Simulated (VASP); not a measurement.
Runs of VASP 6.6.1 on LiF. The structure is that of space group Fm-3m (No. 225), or close to it. The cells are those of the table. 

```tsv
cell	gap on the mesh (eV)
a = 2.828 Å, angles 61.8°, 2 atoms	(b)
a = 2.830 Å, angles 62.4°, 2 atoms	8.60
a = 2.820 Å, angles 59.4°, 2 atoms	9.47
a = 2.816 Å, angles 58.1°, 2 atoms	9.72
a = 2.818 Å, angles 58.8°, 2 atoms	(a)
```

Alike in all rows: task single point; level PBE; potentials or basis VASP PAW PBE potentials, release 64 (Li_sv, F); no spin polarisation; k mesh 6 × 6 × 6; cutoff (eV) 520; smearing gaussian 0.01 eV.

Problem. Estimate the missing entries.

Solution. (a) 9.59; (b) 8.78.

Caveats: all runs use coarse meshes.

